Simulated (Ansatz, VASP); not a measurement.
**ScSi2 in VASP and in Ansatz**

The input INCAR:

```
SYSTEM = ScSi2
PREC = Accurate
ENCUT = 520
EDIFF = 1E-8
ISMEAR = -1
SIGMA = 0.05
LREAL = .False.
LASPH = .True.
NELM = 80
ALGO = Normal
ISIF = 2
LWAVE = .False.
LCHARG = .False.
GGA = PS
LEFG = .True.
NBANDS = 16
```

KPOINTS

```
regular mesh
0
Gamma
  13 13 11
  0 0 0
```

The input POSCAR:

```
ScSi2
1.0
    3.5852838948      0.0000000000      0.0000000000
   -1.7926419474      3.1049469327      0.0000000000
    0.0000000000      0.0000000000      3.7909982407
Sc Si
1 2
Direct
    0.0000000000      0.0000000000      0.0000000000
    0.3333333333      0.6666666667      0.5000000000
    0.6666666667      0.3333333333      0.5000000000
```

Input for Ansatz:

```yaml
crystal:
  lattice:
    - [3.5852838948, 0.0, 0.0]
    - [-1.7926419474, 3.1049469327, 0.0]
    - [0.0, 0.0, 3.7909982407]
  atoms:
    - { symbol: Sc, position: [0.0, 0.0, 0.0] }
    - { symbol: Si, position: [0.3333333333, 0.6666666667, 0.5] }
    - { symbol: Si, position: [0.6666666667, 0.3333333333, 0.5] }
kpoints:
  mp_grid: { grid: [13, 13, 11] }
scf:
  occupations: { method: fermi_dirac, width: 0.05 }
hamiltonian:
  xc: pbesol
  pseudopotentials: { kind: all_electron, datasets: crystal }
output:
  forces: true
  stress: true
  eigenvalues: true
  efg: { contact_densities: true }
```

Change from the starting cell: volume scaled by 0.94, crystal datasets.

Alike in both runs: task electric field gradients; functional PBEsol; k mesh 13 × 13 × 11; occupations fermi-dirac, width 0.05 eV; no spin polarisation.

|  | VASP | Ansatz |
| --- | --- | --- |
| version | VASP 6.6.1 | Ansatz 0.2.0 |
| potentials or method | VASP PAW PBE potentials, release 64 (Sc_sv, Si), cutoff 520 eV | all-electron PAW with datasets made for the crystal, scalar-relativistic |

|  | VASP | Ansatz | Ansatz less VASP |
| --- | --- | --- | --- |
| pressure (GPa) | 35.2 | 34.7 | -0.56 |
| traceless stress, the component that is largest in VASP (GPa) | -31.58 | -31.39 | +0.192 |
| size of Vzz on the site where it differs most (V/Å²) | 20.5 | 12.6 | -7.91 |

VASP's potentials were made for PBE, not for PBEsol. Both programs put the cell under a high pressure, so it lies far from rest at this level. Ansatz ran all-electron here, and VASP with PAW potentials.
